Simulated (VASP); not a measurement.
# GaS (P6_3/mmc) in VASP: dielectric tensor with r2SCAN

Aim: the dielectric tensor of GaS with r2SCAN.

Everything below comes from runs of VASP 6.6.1. Logs are shortened: lines on timing, memory, paths and dates and some standing lists are left out, and cuts for length are marked.

**1. The cell of the first run**

Symmetry: P6_3/mmc, No. 194, hexagonal system. Conventional cell: a = 3.580 Å, b = 3.580 Å, c = 15.563 Å, α = 90.00°, β = 90.00°, γ = 120.00°. Ga (site symmetry 3m) has 3 S at 2.33 Å and 1 Ga at 2.44 Å within 3.1 Å. Within 3.1 Å of S (site symmetry 3m) lie 3 Ga at 2.33 Å.

**2. Dielectric tensor, r2SCAN**

Contents of INCAR:

```
SYSTEM = GaS
PREC = Accurate
ENCUT = 440
EDIFF = 1E-8
ISMEAR = 0
SIGMA = 0.01
LREAL = .FALSE.
LASPH = .TRUE.
NELM = 120
ALGO = Normal
ISIF = 2
LWAVE = .FALSE.
LCHARG = .FALSE.
METAGGA = R2SCAN
LMIXTAU = .TRUE.
LCALCEPS = .TRUE.
GGA_COMPAT = .FALSE.
KPAR = 4
```

Contents of KPOINTS:

```
Automatic mesh
0
G
  6 6 2
  0 0 0
```

Contents of POSCAR:

```
GaS
1.0
    3.5795059763      0.0000000000      0.0000000000
   -1.7897529881      3.0999431085      0.0000000000
    0.0000000000      0.0000000000     15.5631239990
Ga S
4 4
Direct
    0.3333333333      0.6666666667      0.1716952307
    0.6666666667      0.3333333333      0.6716952307
    0.3333333333      0.6666666667      0.3283047693
    0.6666666667      0.3333333333      0.8283047693
    0.3333333333      0.6666666667      0.6028569193
    0.6666666667      0.3333333333      0.1028569193
    0.3333333333      0.6666666667      0.8971430807
    0.6666666667      0.3333333333      0.3971430807
```

Potentials or basis: VASP PAW PBE potentials, release 64 (Ga_d, S).

Run with:

```console
> cat potpaw_PBE.64/Ga_d/POTCAR potpaw_PBE.64/S/POTCAR > POTCAR
> mpirun -np 4 vasp_std > vasp.out
```

OUTCAR:

```text
SYSTEM = GaS
   PREC = Accurate
   ENCUT = 440
   EDIFF = 1E-8
   ISMEAR = 0
   LREAL = .FALSE.
   LASPH = .TRUE.
   NELM = 120
   ISIF = 2
   METAGGA = R2SCAN

 ion  position               nearest neighbor table
   1  0.333  0.667  0.172-   6 2.33   6 2.33   6 2.33   3 2.44
   2  0.667  0.333  0.672-   5 2.33   5 2.33   5 2.33   4 2.44
   3  0.333  0.667  0.328-   8 2.33   8 2.33   8 2.33   1 2.44
   4  0.667  0.333  0.828-   7 2.33   7 2.33   7 2.33   2 2.44
   5  0.333  0.667  0.603-   2 2.33   2 2.33   2 2.33
   6  0.667  0.333  0.103-   1 2.33   1 2.33   1 2.33
   7  0.333  0.667  0.897-   4 2.33   4 2.33   4 2.33
   8  0.667  0.333  0.397-   3 2.33   3 2.33   3 2.33

  LATTYP: Found a hexagonal cell.
 ALAT       =     3.5795059763
 C/A-ratio  =     4.3478413228

  Lattice vectors:

 A1 = (   3.5795059763,   0.0000000000,   0.0000000000)
 A2 = (  -1.7897529881,   3.0999431085,   0.0000000000)
 A3 = (   0.0000000000,   0.0000000000,  15.5631239990)

Analysis of symmetry for initial positions (statically):
=====================================================================
 Subroutine PRICEL returns:
 Original cell was already a primitive cell.

 Routine SETGRP: Setting up the symmetry group for a
 hexagonal supercell.

 Subroutine GETGRP returns: Found 24 space group operations
 (whereof 12 operations were pure point group operations)
 out of a pool of 24 trial point group operations.

The static configuration has the point symmetry D_3d.
 The point group associated with its full space group is D_6h.

Analysis of symmetry for dynamics (positions and initial velocities):
=====================================================================
 Subroutine PRICEL returns:
 Original cell was already a primitive cell.

 Routine SETGRP: Setting up the symmetry group for a
 hexagonal supercell.

 Subroutine GETGRP returns: Found 24 space group operations
 (whereof 12 operations were pure point group operations)
 out of a pool of 24 trial point group operations.

The dynamic configuration has the point symmetry D_3d.
 The point group associated with its full space group is D_6h.

 Subroutine INISYM returns: Found 24 space group operations
 (whereof 12 operations are pure point group operations),
 and found     1 'primitive' translations

----------------------------------------------------------------------------------------

                                     Primitive cell

  volume of cell :     172.6925

  direct lattice vectors                    reciprocal lattice vectors
     3.579505976  0.000000000  0.000000000     0.279368160  0.161293283  0.000000000
    -1.789752988  3.099943109  0.000000000     0.000000000  0.322586565  0.000000000
     0.000000000  0.000000000 15.563123999     0.000000000  0.000000000  0.064254452

  length of vectors
     3.579505976  3.579505976 15.563123999     0.322586565  0.322586565  0.064254452

  position of ions in fractional coordinates (direct lattice)
     0.333333333  0.666666667  0.171695231
     0.666666667  0.333333333  0.671695231
     0.333333333  0.666666667  0.328304769
     0.666666667  0.333333333  0.828304769
     0.333333333  0.666666667  0.602856919
     0.666666667  0.333333333  0.102856919
     0.333333333  0.666666667  0.897143081
     0.666666667  0.333333333  0.397143081

  ion indices of the primitive-cell ions
   primitive index   ion index
                 1           1
                 2           2
                 3           3
                 4           4
                 5           5
                 6           6
                 7           7
                 8           8

----------------------------------------------------------------------------------------

 KPOINTS: Automatic mesh

Automatic generation of k-mesh.
[... 60 lines left out ...]
   NFREE  =      0    steps in history (QN), initial steepest desc. (CG)
   ISIF   =      2    stress and relaxation
   ISYM   =      2    0-nonsym 1-usesym 2-fastsym
   POTIM  = 0.5000    time-step for ionic-motion
   TEBEG  =    0.0;   TEEND  =   0.0 temperature during run
   PSTRESS=    0.0 pullay stress
   NELECT =      76.0000    total number of electrons
   NUPDOWN=      -1.0000    fix difference up-down
   EMIN   =  10.00;   EMAX   =-10.00  energy-range for DOS
   EFERMI =   0.00;   METHOD = LEGACY
   ISMEAR =     0;   SIGMA  =   0.01  broadening in eV -4-tet -1-fermi 0-gaus
   EFERMI_NEDOS =   21; number of points for ismear=-14 and -15
   IALGO  =     38    algorithm
   IMIX   =      4    mixing-type and parameters
     AMIX     =   0.40;   BMIX     =  1.00
     AMIX_MAG =   1.60;   BMIX_MAG =  1.00
  volume/ion in A,a.u.               =      21.59       145.67
  Fermi-wavevector in a.u.,A,eV,Ry     =   1.245245  2.353172 21.097674  1.550635
  Thomas-Fermi vector in A             =   2.379476
   LORBIT       =      0    0 simple, 1 ext, 2 COOP (PROOUT), +10 PAW based schemes
   METAGGA = R2SCAN    functional components
   LHFCALC =     F    Hartree Fock is set to
   AEXX    =    0.0000 exact exchange contribution
   IVDW    =     0    specifies the selected vdW correction
   LEPSILON=     F    determine dielectric tensor
   LRPA    =     F    only Hartree local field effects (RPA)
   LRPA       =     F
 non-spin polarized calculation
 Gauss-broadening in eV      SIGMA  =   0.01
  energy-cutoff  :      440.00
  volume of cell :      172.69
 maximum number of plane-waves:      3660
   NGX = 13   NGY = 13   NGZ = 53

 Total electronic dipole moment: p[elc]=(    -0.00002     0.05050    -0.00000 ) |e| Angst

 Total electronic dipole moment: p[elc]=(    -0.00000    -0.00000    -0.00000 ) |e| Angst

 number of electron      76.0000025 magnetization

 Free energy of the ion-electron system (eV)
  ---------------------------------------------------
  ext. energy  EPLUGINS =         0.00000000
  ---------------------------------------------------
  free energy    TOTEN  =       -83.97345620 eV

  energy without entropy =      -83.97345620  energy(sigma->0) =      -83.97345620

 E-fermi :   3.7413     XC(G=0): -10.1440

 val. band max:        3.6905527246   @ k =   0.0000   0.0000   0.0000
 cond. band min:   10000.0000000000   @ k =   0.0000   0.0000   0.0000
 fundamental gap:   9996.3094472754
 Fermi energy:         3.7413411883

 k-point     1 :       0.0000    0.0000    0.0000
  band No.  band energies     occupation
      1     -11.7571      2.00000
      2     -11.7488      2.00000
      3     -11.5978      2.00000
      4     -11.5978      2.00000
      5     -11.5977      2.00000
      6     -11.5977      2.00000
[... 1141 lines left out ...]
     44   10000.0000      0.00000
     45   10000.0000      0.00000

 [... further k-points ...]

------------------------ aborting loop because EDIFF is reached ----------------------------------------

            Ionic dipole moment: p[ion]=(     0.00000     0.00000     0.00000 ) |e| Angst

 Total electronic dipole moment: p[elc]=(    -0.00000     0.00000     0.03661 ) |e| Angst

 MACROSCOPIC STATIC DIELECTRIC TENSOR (including local field effects)
 ------------------------------------------------------
           6.292391     0.000000    -0.000000
           0.000000     6.292391     0.000000
           0.000000     0.000000     4.835987
 ------------------------------------------------------

 PIEZOELECTRIC TENSOR (including local field effects) (e Angst)
          XX          YY          ZZ          XY          YZ          ZX
  --------------------------------------------------------------------------------
  x     0.00000     0.00000     0.00000     0.00000     0.00000     0.00000
  y     0.00000     0.00000     0.00000     0.00000     0.00000     0.00000
  z     0.00000     0.00000     0.00000     0.00000     0.00000     0.00000

 PIEZOELECTRIC TENSOR (including local field effects) (C/m^2)
          XX          YY          ZZ          XY          YZ          ZX
  --------------------------------------------------------------------------------
  x     0.00000     0.00000     0.00000     0.00000     0.00000     0.00000
  y     0.00000     0.00000     0.00000     0.00000     0.00000     0.00000
  z     0.00000     0.00000     0.00000     0.00000     0.00000     0.00000

 BORN EFFECTIVE CHARGES (including local field effects) (in |e|, cummulative output)
 ---------------------------------------------------------------------------------
 ion    1
    1     2.25767     0.00000    -0.00000
    2     0.00000     2.25767     0.00000
    3    -0.00000     0.00000     0.98449
 ion    2
    1     2.25767     0.00000     0.00000
    2     0.00000     2.25767     0.00000
    3    -0.00000    -0.00000     0.98449
 ion    3
    1     2.25767     0.00000     0.00000
    2     0.00000     2.25767     0.00000
    3    -0.00000    -0.00000     0.98449
 ion    4
    1     2.25767     0.00000    -0.00000
    2     0.00000     2.25767     0.00000
    3     0.00000     0.00000     0.98449
 ion    5
    1    -2.25767    -0.00000     0.00000
    2    -0.00000    -2.25767    -0.00000
    3    -0.00000    -0.00000    -0.98449
 ion    6
    1    -2.25767    -0.00000    -0.00000
    2    -0.00000    -2.25767     0.00000
    3     0.00000     0.00000    -0.98449
 ion    7
    1    -2.25767    -0.00000    -0.00000
    2    -0.00000    -2.25767     0.00000
    3     0.00000     0.00000    -0.98449
 ion    8
    1    -2.25767    -0.00000     0.00000
    2    -0.00000    -2.25767    -0.00000
    3    -0.00000    -0.00000    -0.98449

  FORCE on cell =-STRESS in cart. coord.  units (eV):
  Direction    XX          YY          ZZ          XY          YZ          ZX
  --------------------------------------------------------------------------------------
  -------------------------------------------------------------------------------------
  Total        0.8524289      0.8524289      0.7508635      0.0000000      0.0000000      0.0000000
  in kB        7.9085189      7.9085189      6.9662327      0.0000000      0.0000000      0.0000000
  external PRESSURE =       7.5944235 kB  Pullay stress =       0.0000000 kB

 VOLUME and BASIS-vectors are now :
 -----------------------------------------------------------------------------
  energy-cutoff  :      440.00
  volume of cell :      172.69
      direct lattice vectors                 reciprocal lattice vectors
     3.579505976  0.000000000  0.000000000     0.279368160  0.161293283  0.000000000
    -1.789752988  3.099943109  0.000000000     0.000000000  0.322586565  0.000000000
     0.000000000  0.000000000 15.563123999     0.000000000  0.000000000  0.064254452

 POSITION                                       TOTAL-FORCE (eV/Angst)
 -----------------------------------------------------------------------------------
     -0.00000      2.06663      2.67211        -0.000000     -0.000000     -0.015250
      1.78975      1.03331     10.45368         0.000000      0.000000     -0.015250
     -0.00000      2.06663      5.10945        -0.000000     -0.000000      0.015250
      1.78975      1.03331     12.89101         0.000000      0.000000      0.015250
     -0.00000      2.06663      9.38234         0.000000      0.000000      0.021385
      1.78975      1.03331      1.60077         0.000000     -0.000000      0.021385
     -0.00000      2.06663     13.96235         0.000000      0.000000     -0.021385
      1.78975      1.03331      6.18079         0.000000     -0.000000     -0.021385
 -----------------------------------------------------------------------------------
    total drift:                               -0.000000      0.000000      0.000000

  FREE ENERGIE OF THE ION-ELECTRON SYSTEM (eV)
  ---------------------------------------------------
  free  energy   TOTEN  =       -83.9734561950 eV

  energy  without entropy=      -83.9734561950  energy(sigma->0) =      -83.97345620
```

It took 32 min on 4 MPI ranks of Intel Xeon Platinum 8259CL at 2.50GHz (Skylake/Cascade Lake), shared host; peak memory 1 GiB.

What came out:

* Band gap on the k mesh: 1.92 eV (least direct gap 2.26 eV)
* Electronic dielectric tensor (diagonal): 6.29, 6.29, 4.84
* Born charges (mean of the diagonal): Ga +1.83; S -1.83 e

Electronic dielectric tensor:
```
6.29 0.00 0.00
0.00 6.29 0.00
0.00 0.00 4.84
```

Born effective charge tensors (e):
atom 1, Ga
```
2.26 0.00 0.00
0.00 2.26 0.00
0.00 0.00 0.98
```
atom 2, Ga
```
2.26 0.00 0.00
0.00 2.26 0.00
0.00 0.00 0.98
```
atom 3, Ga
```
2.26 0.00 0.00
0.00 2.26 0.00
0.00 0.00 0.98
```
atom 4, Ga
```
2.26 0.00 0.00
0.00 2.26 0.00
0.00 0.00 0.98
```
atom 5, S
```
-2.26  0.00  0.00
 0.00 -2.26  0.00
 0.00  0.00 -0.98
```
atom 6, S
```
-2.26  0.00  0.00
 0.00 -2.26  0.00
 0.00  0.00 -0.98
```
atom 7, S
```
-2.26  0.00  0.00
 0.00 -2.26  0.00
 0.00  0.00 -0.98
```
atom 8, S
```
-2.26  0.00  0.00
 0.00 -2.26  0.00
 0.00  0.00 -0.98
```

Dipole moments of the cell (e·Å, modulo the quantum): ionic 0.000, 0.000, 0.000; electronic 0.000, 0.000, 0.037

Caveat: the PAW data sets were made with another functional, which shifts forces and pressure a little. r2SCAN opens gaps a little over a GGA but as a rule still falls short of measured ones.

The gap in the log of VASP goes by the Fermi energy; the results here count the filled bands.